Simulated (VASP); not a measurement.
# Re (Fd-3m) in VASP: further runs, part 2 of 2

VASP 6.6.1.

**4. Single point, PBEsol**

This run uses another cell than the first one, of 20.06 Å³/atom.

The input, INCAR:

```
ALGO = Normal
EDIFF = 1E-6
ENCUT = 520
GGA = PS
ISIF = 2
ISMEAR = -1
LASPH = T
LCHARG = F
LREAL = F
LWAVE = F
NBANDS = 14
NELM = 80
PREC = Accurate
SIGMA = 0.1
```

The input, KPOINTS:

```
k-points
0
Gamma
  13 13 13
```

The input, POSCAR:

```
Re
1.0
    0.0000000000      2.7173455673      2.7173455673
    2.7173455673      0.0000000000      2.7173455673
    2.7173455673      2.7173455673      0.0000000000
Re
2
Direct
    0.0000000000      0.0000000000      0.0000000000
    0.2500000000      0.2500000000      0.2500000000
```

Potentials or basis: VASP PAW PBE potentials, release 64 (Re).

On the command line:

```console
$ cat potpaw_PBE.64/Re/POTCAR > POTCAR
$ mpirun -np 1 vasp_std > vasp.out
```

OUTCAR:

```text
EDIFF = 1E-6
   ENCUT = 520
   GGA = PS
   ISIF = 2
   ISMEAR = -1
   LASPH = T
   LREAL = F
   NELM = 80
   PREC = Accurate

 ion  position               nearest neighbor table
   1  0.000  0.000  0.000-   2 2.35   2 2.35   2 2.35   2 2.35
   2  0.250  0.250  0.250-   1 2.35   1 2.35   1 2.35   1 2.35

  LATTYP: Found a face centered cubic cell.
 ALAT       =     5.4346911346

  Lattice vectors:

 A1 = (   0.0000000000,   2.7173455673,   2.7173455673)
 A2 = (   2.7173455673,   0.0000000000,   2.7173455673)
 A3 = (   2.7173455673,   2.7173455673,   0.0000000000)

Analysis of symmetry for initial positions (statically):
=====================================================================
 Subroutine PRICEL returns:
 Original cell was already a primitive cell.

 Routine SETGRP: Setting up the symmetry group for a
 face centered cubic supercell.

 Subroutine GETGRP returns: Found 48 space group operations
 (whereof 24 operations were pure point group operations)
 out of a pool of 48 trial point group operations.

The static configuration has the point symmetry T_d .
 The point group associated with its full space group is O_h .

Analysis of symmetry for dynamics (positions and initial velocities):
=====================================================================
 Subroutine PRICEL returns:
 Original cell was already a primitive cell.

 Routine SETGRP: Setting up the symmetry group for a
 face centered cubic supercell.

 Subroutine GETGRP returns: Found 48 space group operations
 (whereof 24 operations were pure point group operations)
 out of a pool of 48 trial point group operations.

The dynamic configuration has the point symmetry T_d .
 The point group associated with its full space group is O_h .

 Subroutine INISYM returns: Found 48 space group operations
 (whereof 24 operations are pure point group operations),
 and found     1 'primitive' translations

----------------------------------------------------------------------------------------

[... 117 lines left out ...]
   GGA     = PS    functional components
   LHFCALC =     F    Hartree Fock is set to
   AEXX    =    0.0000 exact exchange contribution
   IVDW    =     0    specifies the selected vdW correction
   LEPSILON=     F    determine dielectric tensor
   LRPA    =     F    only Hartree local field effects (RPA)
 non-spin polarized calculation
  energy-cutoff  :      520.00
  volume of cell :       40.13
 maximum number of plane-waves:      1097
 NGX is ok and might be reduce to    30
   NGX = 15   NGY = 15   NGZ = 15

 number of electron      13.9999999 magnetization

 Free energy of the ion-electron system (eV)
  ---------------------------------------------------
  ext. energy  EPLUGINS =         0.00000000
  ---------------------------------------------------
  free energy    TOTEN  =       -23.09198089 eV

  energy without entropy =      -23.05013752  energy(sigma->0) =      -23.07105921

 E-fermi :   4.3101     XC(G=0): -11.7052

 val. band max:        4.2909368854   @ k =  -0.3846   0.3077   0.0000
 cond. band min:       4.3527535841   @ k =  -0.3846   0.2308   0.0769
 fundamental gap:      0.0618166988
 Fermi energy:         4.3101325376

 k-point     1 :       0.0000    0.0000    0.0000
  band No.  band energies     occupation
      1      -3.1196      2.00000
      2       0.7647      2.00000
      3       0.7647      2.00000
      4       1.8367      2.00000
      5       1.8367      2.00000
      6       1.8367      2.00000
      7       5.0347      0.00143
      8       5.0347      0.00143
      9       5.0347      0.00143
     10       9.1311      0.00000
     11       9.1311      0.00000
     12      15.8675      0.00000
     13      16.5476      0.00000
     14      17.5001      0.00000
[... 377 lines left out ...]
      1      -0.2199      2.00000
      2       0.0930      2.00000
      3       1.0012      2.00000
      4       1.3262      2.00000
      5       1.7712      2.00000
      6       2.4478      2.00000
      7       3.7737      1.99068
      8       5.4226      0.00003
      9       6.1457      0.00000
     10       7.7808      0.00000
     11       8.7031      0.00000
     12       9.5969      0.00000
     13      13.9430      0.00000
     14      14.2562      0.00000

 [... further k-points ...]
[... 5 lines left out ...]
  --------------------------------------------------------------------------------------
  -------------------------------------------------------------------------------------
  Total        4.3484148      4.3484148      4.3484148      0.0000000      0.0000000     -0.0000000
  in kB      173.6108800    173.6108800    173.6108800      0.0000000      0.0000000     -0.0000000
  external PRESSURE =     173.6108800 kB  Pullay stress =       0.0000000 kB

 VOLUME and BASIS-vectors are now :
 -----------------------------------------------------------------------------
  energy-cutoff  :      520.00
  volume of cell :       40.13
      direct lattice vectors                 reciprocal lattice vectors
     0.000000000  2.717345567  2.717345567    -0.184003097  0.184003097  0.184003097
     2.717345567  0.000000000  2.717345567     0.184003097 -0.184003097  0.184003097
     2.717345567  2.717345567  0.000000000     0.184003097  0.184003097 -0.184003097

 POSITION                                       TOTAL-FORCE (eV/Angst)
 -----------------------------------------------------------------------------------
      0.00000      0.00000      0.00000         0.000000      0.000000      0.000000
      1.35867      1.35867      1.35867        -0.000000     -0.000000     -0.000000
 -----------------------------------------------------------------------------------
    total drift:                                0.000000     -0.000000     -0.000000

  FREE ENERGIE OF THE ION-ELECTRON SYSTEM (eV)
  ---------------------------------------------------
  free  energy   TOTEN  =       -23.0919808931 eV

  energy  without entropy=      -23.0501375241  energy(sigma->0) =      -23.07105921
```

OSZICAR:

```text
N       E                     dE             d eps       ncg     rms          rms(c)
DAV:   1     0.264405814897E+02    0.26441E+02   -0.66053E+03  4704   0.112E+03
DAV:   2    -0.222614126593E+02   -0.48702E+02   -0.42942E+02  3820   0.246E+02
DAV:   3    -0.236574920000E+02   -0.13961E+01   -0.13502E+01  3872   0.515E+01
DAV:   4    -0.236780218207E+02   -0.20530E-01   -0.20461E-01  3476   0.484E+00
DAV:   5    -0.236786167954E+02   -0.59497E-03   -0.59481E-03  3856   0.144E+00    0.368E+01
DAV:   6    -0.232834485434E+02    0.39517E+00   -0.19316E-01  4326   0.886E+00    0.196E+01
DAV:   7    -0.230968120533E+02    0.18664E+00   -0.19358E-01  4346   0.828E+00    0.761E-01
DAV:   8    -0.230918776567E+02    0.49344E-02   -0.10515E-02  3912   0.157E+00    0.212E-01
DAV:   9    -0.230919598788E+02   -0.82222E-04   -0.21675E-04  4032   0.168E-01    0.676E-02
DAV:  10    -0.230919782828E+02   -0.18404E-04   -0.12969E-05  3870   0.101E-01    0.208E-02
DAV:  11    -0.230919807356E+02   -0.24529E-05   -0.99976E-07  2278   0.291E-02    0.997E-03
DAV:  12    -0.230919808931E+02   -0.15747E-06   -0.36588E-07  1656   0.129E-02
   1 F= -.23091981E+02 E0= -.23071059E+02  d E =-.418434E-01
```

Run time: 84 s. Hardware: 1 thread of Intel Xeon 8259CL, shared host; peak memory 0.19 GiB.

What came out:

```
Free energy            : -23.0920 eV
Pressure               : 17.4 GPa
Band gap on the k mesh : zero (bands 7 and 8 overlap by 1.28 eV)
```

Levels at points of the mesh, in eV from the Fermi level:
```
           k point  band 3  band 4  band 5  band 6  band 7  band 8  band 9  band 10  band 11  band 12
(0.00, 0.00, 0.00)   -3.55   -2.47   -2.47   -2.47    0.72    0.72    0.72     4.82     4.82    11.56
```

Caveat: the cell stands under pressure; the PAW data sets were made with another functional, which shifts forces and pressure a little; spin-orbit coupling is left out, which moves the levels of the heavy elements.

**5. Single point, PBEsol**

This run uses another cell than the first one, of 21.88 Å³/atom.

The input, INCAR:

```
SYSTEM = Re
PREC = Accurate
ENCUT = 520
EDIFF = 1E-6
ISMEAR = -1
SIGMA = 0.1
LREAL = .False.
LASPH = .True.
NELM = 60
ALGO = Normal
ISIF = 2
LWAVE = .False.
LCHARG = .False.
GGA = PS
NBANDS = 14
```

The input, KPOINTS:

```
regular mesh
0
Gamma
  13 13 13
  0 0 0
```

The input, POSCAR:

```
Re
1.0
    0.0000000000      2.7970909159      2.7970909159
    2.7970909159      0.0000000000      2.7970909159
    2.7970909159      2.7970909159      0.0000000000
Re
2
Direct
    0.0000000000      0.0000000000      0.0000000000
    0.2500000000      0.2500000000      0.2500000000
```

On the command line:

```console
$ cat potpaw_PBE.64/Re/POTCAR > POTCAR
$ mpirun -np 1 vasp_std > vasp.out
```

Wall time 80 s (1 thread of Intel Xeon 8259CL, shared host); peak memory 0.2 GiB.

Results (log left out):

* Free energy: -23.2564 eV
* Pressure: -1.7 GPa
* Band gap on the k mesh: zero (bands 7 and 8 overlap by 1.14 eV)

Levels at points of the mesh, in eV from the Fermi level:
| k point | band 5 | band 6 | band 7 | band 8 | band 9 | band 10 |
| --- | --- | --- | --- | --- | --- | --- |
| (0.00, 0.00, 0.00) | -2.29 | -2.29 | 0.66 | 0.66 | 0.66 | 4.27 |

Caveat: the PAW data sets were made with another functional, which shifts forces and pressure a little; spin-orbit coupling is left out, which moves the levels of the heavy elements.

**6. Overview**

```tsv
cell	gap on the mesh (eV)	pressure (GPa)
a = 3.695 Å, angles 60.0°, 2 atoms	none	54.8
a = 3.760 Å, angles 60.0°, 2 atoms	none	36.2
a = 3.843 Å, angles 60.0°, 2 atoms	none	17.4
a = 3.956 Å, angles 60.0°, 2 atoms	none	-1.7
```

Alike in all rows: task single point; level PBEsol; potentials or basis VASP PAW PBE potentials, release 64 (Re); no spin polarisation; k mesh 13 × 13 × 13; cutoff (eV) 520; smearing fermi-dirac 0.1 eV.

Caveats: the PAW data sets were made with another functional, which shifts forces and pressure a little; spin-orbit coupling is left out, which moves the levels of the heavy elements; the cell stands under pressure (at least some runs).

Total energies depend on the potentials used, so only differences within one code and one set of settings carry meaning.

The gap in the log of VASP goes by the Fermi energy; the results here count the filled bands.